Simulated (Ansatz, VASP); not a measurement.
## One calculation of CaS2, two programs

INCAR

```
SYSTEM = CaS2
ALGO = Normal
EDIFF = 1E-6
EDIFFG = -0.04
ENCUT = 600
GGA = PE
IBRION = 2
ISIF = 3
ISMEAR = 0
IVDW = 12
LASPH = .True.
LCHARG = .False.
LREAL = .False.
LWAVE = .False.
NELM = 100
NSW = 90
PREC = Accurate
SIGMA = 0.1
```

File KPOINTS:

```
k-points
0
Gamma
  6 6 6
  0 0 0
```

The input POSCAR:

```
CaS2
1.0
    2.0092500000      1.1600410300      5.7269705700
   -2.0092500000      1.1600410300      5.7269705700
    0.0000000000     -2.3200820600      5.7269705700
Ca S
1 2
Direct
    0.0000000000      0.0000000000      0.0000000000
    0.7630067100      0.7630067100      0.7630067100
    0.2369932900      0.2369932900      0.2369932900
```

Input for Ansatz:

```yaml
crystal:
  lattice:
    - [2.00925, 1.16004103, 5.72697057]
    - [-2.00925, 1.16004103, 5.72697057]
    - [0.0, -2.32008206, 5.72697057]
  atoms:
    - { symbol: Ca, position: [0.0, 0.0, 0.0] }
    - { symbol: S, position: [0.76300671, 0.76300671, 0.76300671] }
    - { symbol: S, position: [0.23699329, 0.23699329, 0.23699329] }
basis:
  ecutwfc: 420
kpoints:
  mp_grid: { grid: [6, 6, 6] }
hamiltonian:
  xc: pbe
  dispersion: d3bj
scf:
  occupations: { method: gaussian, width: 0.1 }
  lower_state_search: "off"
output:
  forces: true
  stress: true
  eigenvalues: true
relax:
  adjacent_minimum: "off"
  f_tol: 0.04
  max_steps: 70
  cell: { stress_tol: 0.4 }
```

Alike in both runs: task relaxation of cell and atoms; functional PBE; dispersion D3(BJ); k mesh 6 × 6 × 6; occupations gaussian, width 0.1 eV; no spin polarisation.

|  | VASP | Ansatz |
| --- | --- | --- |
| version | VASP 6.6.1 | Ansatz 0.2.0 |
| potentials or method | VASP PAW PBE potentials, release 64 (Ca_sv, S), cutoff 600 eV | scalar-relativistic, plane waves, PAW |
| valence electrons in the cell | 22 | 22 |

VASP gave:

| Item | Value |
| --- | --- |
| gap on the k mesh at the Fermi level, each at its own relaxed structure (eV) | none |
| relaxed volume (Å³/atom) | 23.06 |
| relaxed length of the cell vector where the two differ most in proportion (Å) | 4.615 |

**Question.** Estimate Ansatz's values.

**Answer.** gap on the k mesh at the Fermi level, each at its own relaxed structure (eV): none; relaxed volume (Å³/atom): 22.93; relaxed length of the cell vector where the two differ most in proportion (Å): 4.616.

A gap of «none» marks a metal or a gap that the smearing closes.
